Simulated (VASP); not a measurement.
Here is a VASP 6.6.1 calculation.

File INCAR:

```
ALGO = Normal
EDIFF = 1E-6
ENCUT = 600
GGA = PE
GGA_COMPAT = False
ISIF = 2
ISMEAR = 0
ISPIN = 2
LASPH = True
LCHARG = False
LMAXMIX = 4
LORBIT = 11
LREAL = False
LWAVE = False
MAGMOM = 4 0 0 0
NBANDS = 26
NELM = 200
PREC = Accurate
SIGMA = 0.2
```

KPOINTS

```
k-points
0
Gamma
  7 7 3
```

POSCAR

```
MnSi3
1.0
    2.7419608544      0.0000000000      0.0000000000
    0.0000000000      2.7419608544      0.0000000000
    0.0000000000      0.0000000000      7.4470152116
Mn Si
1 3
Direct
    0.5000000000      0.5000000000      0.5000000000
    0.0000000000      0.0000000000      0.6822879827
    0.0000000000      0.0000000000      0.3177120173
    0.0000000000      0.0000000000      0.0000000000
```

Potentials or basis: VASP PAW PBE potentials, release 64 (Mn_sv, Si).

Run with:

```console
$ cat potpaw_PBE.64/Mn_sv/POTCAR potpaw_PBE.64/Si/POTCAR > POTCAR
$ mpirun -np 1 vasp_std > vasp.out
```

Question: What does it give for the net moment?

Answer: 0.28 μB per cell.

Question: Predict the pressure.

Answer: -0.6 GPa.

Question: Estimate the largest force.

Answer: 0.037 eV/Å.

Stress tensor (GPa, compression positive):
```
-0.67  0.00  0.00
 0.00 -0.67  0.00
 0.00  0.00 -0.36
```

Caveat: the moment fell far below its start of 4 μB, so a state of higher moment may lie lower in energy.
